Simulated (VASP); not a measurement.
Input of a VASP 6.6.1 run:

File INCAR:

```
SYSTEM = Sn
ALGO = Normal
EDIFF = 1E-6
ENCUT = 520
GGA = CA
ISIF = 2
ISMEAR = -1
LASPH = .True.
LCHARG = .False.
LREAL = .False.
LWAVE = .False.
NBANDS = 21
NELM = 80
PREC = Accurate
SIGMA = 0.1
```

KPOINTS

```
k-points
0
Gamma
  8 8 8
  0 0 0
```

POSCAR

```
Sn
1.0
    0.0000000000      3.2967579821      3.2967579821
    3.2967579821      0.0000000000      3.2967579821
    3.2967579821      3.2967579821      0.0000000000
Sn
2
Direct
    0.0000000000      0.0000000000      0.0000000000
    0.2500000000      0.2500000000      0.2500000000
```

Potentials or basis: VASP PAW LDA potentials, release 64 (Sn_d).

Command:

```bash
$ cat potpaw_LDA.64/Sn_d/POTCAR > POTCAR
$ mpirun -np 1 vasp_std > vasp.out
```

Question: Estimate the pressure.

Answer: -2.1 GPa.

Question: Predict the band gap on the k mesh.

Answer: Zero (band 14 reaches 4.96 eV, above the bottom of band 15 at 4.68 eV).

Caveat: spin-orbit coupling is left out, which moves the levels of the heavy elements.
